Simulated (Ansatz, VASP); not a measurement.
**AlCu2: VASP beside Ansatz**

```xyz
6
Lattice="2.7100 0.0000 0.0000 -1.3550 2.3469 0.0000 0.0000 0.0000 12.9470" Properties=species:S:1:pos:R:3 pbc="T T T"
Al    0.0000    1.5646   10.7892
Al    0.0000    1.5646    2.1578
Cu    0.0000    1.5646    6.4735
Cu    1.3550    0.7823    0.0000
Cu    1.3550    0.7823    4.3157
Cu    1.3550    0.7823    8.6314
```

Alike in both runs: task relaxation of cell and atoms; functional PBE; k mesh 6 × 6 × 2; occupations gaussian, width 0.1 eV; no spin polarisation.

|  | VASP | Ansatz |
| --- | --- | --- |
| version | VASP 6.6.1 | Ansatz 0.2.0 |
| potentials or method | VASP PAW PBE potentials, release 64 (Al, Cu), cutoff 600 eV | scalar-relativistic, plane waves, PAW |
| valence electrons in the cell | 50 | 82 |

```csv
,VASP,Ansatz,Ansatz less VASP
"gap on the k mesh at the Fermi level, each at its own relaxed structure (eV)",none,none,-
relaxed volume (Å³/atom),13.24,13.20,-0.047
relaxed cell length with the largest relative difference (Å),11.942,11.927,-0.0155
```

A gap of «none» marks a metal or a gap that the smearing closes. VASP's potentials hold 50 valence electrons a cell and Ansatz's 82, so a difference there can come from the potentials and not from the codes.

The k mesh is coarse, so the values compare programs but aren't converged.
